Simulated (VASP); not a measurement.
The system is PtSe (wurtzite type).

```
Pt Se
1.0
     3.84994    0.00000    0.00000
    -1.92497    3.33415    0.00000
     0.00000    0.00000    7.09646
Pt Se
2 2
Direct
  0.33333 0.66667 0.01263
  0.66667 0.33333 0.51263
  0.33333 0.66667 0.36337
  0.66667 0.33333 0.86337
```

Base run:

| Quantity | Value |
| --- | --- |
| Program | VASP 6.6.1 |
| Functional | PBE |
| Potentials or basis | VASP PAW PBE potentials, release 64 (Pt, Se) |
| Cutoff | 520 eV |
| k mesh | 10 × 10 × 6 |
| Occupations | fermi-dirac, width 0.03 eV |
| Spin | no spin polarisation |

Its results: band gap on the k mesh zero (bands 16 and 17 overlap by 1.97 eV); pressure 0.0 GPa; largest force 0.005 eV/Å.

Q: The run is repeated on the same cell with these changes: occupations from fermi-dirac, width 0.03 eV to methfessel-paxton, width 0.05 eV; hubbard terms from none to Pt d U = 3.0 eV. What comes out?

A: Band gap on the k mesh zero (bands 16 and 17 overlap by 2.05 eV); pressure -2.0 GPa; largest force 0.110 eV/Å.

Caveats: spin-orbit coupling is left out, which moves the levels of the heavy elements; U without spin polarisation on a metal has little footing (at least some runs).
